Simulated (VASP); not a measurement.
A run of VASP 6.6.1 is set up as follows.

File INCAR:

```
  PREC = Accurate
  ENCUT = 520
  EDIFF = 1E-8
  ISMEAR = -1
  SIGMA = 0.01
  LREAL = Auto
  LASPH = T
  NELM = 200
  ALGO = Normal
  ISIF = 2
  LWAVE = F
  LCHARG = F
  ISPIN = 2
  MAGMOM = 0 0 0 0 0 0 0 0 0 0 0 0 0 0 0 0.02 0.07 0.03 0.04 0.11 0.12 0.04 0.04 0.02 0.11 0.04 0.05 0.02 0.03 0.05 0.02 0.02
  LORBIT = 11
  NUPDOWN = 1.0
  GGA = PE
  LEFG = T
  NELECT = 137.0
  NBANDS = 95
  GGA_COMPAT = F
  ISYM = -1
  KPAR = 1
```

KPOINTS

```
explicit points
4
Reciprocal
  0.25000000   0.25000000   0.25000000 2
  0.25000000   0.25000000   0.75000000 2
  0.25000000   0.75000000   0.25000000 2
  0.25000000   0.75000000   0.75000000 2
```

Contents of POSCAR:

```
Al15InN16
1.0
    6.2595139128      0.0000000578      0.0000000000
   -3.1297570064      5.4208980350      0.0000000000
    0.0000000000      0.0000000000     10.0348065929
Al In N
15 1 16
Direct
    0.3325741389      0.1650591115      0.2447010848
    0.3370816438      0.1627640994      0.7533558819
    0.1659062930      0.3349498176      0.9998315658
    0.3351067099      0.6710240422      0.2437987065
    0.1678040385      0.8368093757      0.4993142993
    0.3378130397      0.6741081750      0.7542093732
    0.1624419599      0.8320456942      0.9990735867
    0.8272722443      0.1633642935      0.2449110207
    0.6659299676      0.3340497504      0.4992851509
    0.8262438870      0.1627254532      0.7534508657
    0.6656967689      0.3370601381      0.9991640337
    0.8327400640      0.6670144547      0.2490855564
    0.6687741820      0.8350053162      0.4999739075
    0.8337150252      0.6666520979      0.7490433814
    0.6662205336      0.8319584014      0.9992294262
    0.1631843564      0.3396764985      0.4963392835
    0.3444020767      0.1585919218      0.4337264019
    0.1660070154      0.3322845814      0.1904578377
    0.3308533684      0.1678225165      0.9422348274
    0.1689761631      0.3324471270      0.7112337605
    0.3509913756      0.7022951291      0.4326195373
    0.1649464545      0.8316846162      0.1873772836
    0.3317203466      0.6699943806      0.9423492180
    0.1691869318      0.8325501478      0.6896200605
    0.8013051846      0.1518019726      0.4325316686
    0.6675521468      0.3342862488      0.1878186953
    0.8299374539      0.1686281182      0.9428450973
    0.6683150076      0.3318755587      0.6897644869
    0.8335608998      0.6687043695      0.4400359068
    0.6686239125      0.8306282836      0.1870159171
    0.8310062985      0.6683570045      0.9380107188
    0.6682172343      0.8326512562      0.6903854940
```

Potentials or basis: VASP PAW PBE potentials, release 64 (Al, In_d, N).

Run with:

```bash
$ cat potpaw_PBE.64/Al/POTCAR potpaw_PBE.64/In_d/POTCAR potpaw_PBE.64/N/POTCAR > POTCAR
$ mpirun -np 4 vasp_std > vasp.out
```

**Question.** Estimate the largest force.

**Answer.** 0.806 eV/Å.

Forces in eV/Å, atoms in the order of the input:
```
Al   0.299 -0.063 -0.062
Al  -0.092  0.095 -0.004
Al  -0.156 -0.044 -0.329
Al   0.057  0.030 -0.157
Al  -0.166  0.214  0.102
Al   0.050 -0.355 -0.027
Al  -0.084  0.205 -0.117
Al   0.026  0.001 -0.380
Al  -0.333  0.076  0.111
Al   0.369  0.168  0.171
Al  -0.039 -0.079 -0.098
Al   0.199 -0.150 -0.202
Al   0.129 -0.198  0.273
Al   0.183 -0.083 -0.028
Al  -0.122  0.231 -0.202
In   0.344 -0.145  0.715
N    0.188 -0.167 -0.169
N   -0.218  0.157  0.252
N    0.284 -0.157  0.176
N   -0.271  0.118 -0.207
N   -0.103 -0.139 -0.319
N   -0.228  0.055  0.162
N    0.209 -0.034  0.192
N   -0.195  0.070 -0.012
N    0.014  0.144 -0.218
N   -0.217  0.154  0.141
N    0.115 -0.201  0.080
N   -0.184  0.093 -0.064
N    0.160 -0.094  0.086
N   -0.195  0.096  0.198
N    0.172 -0.107  0.073
N   -0.194  0.108 -0.138
```

Caveat: the cell carries a net charge on a neutralising background, which shifts energy and pressure; without QUAD_EFG the Cq values of the log hold for a quadrupole moment of 1 mb, not for the nuclei; the total moment is fixed, so each spin has its own Fermi level and the state may be an excited one.
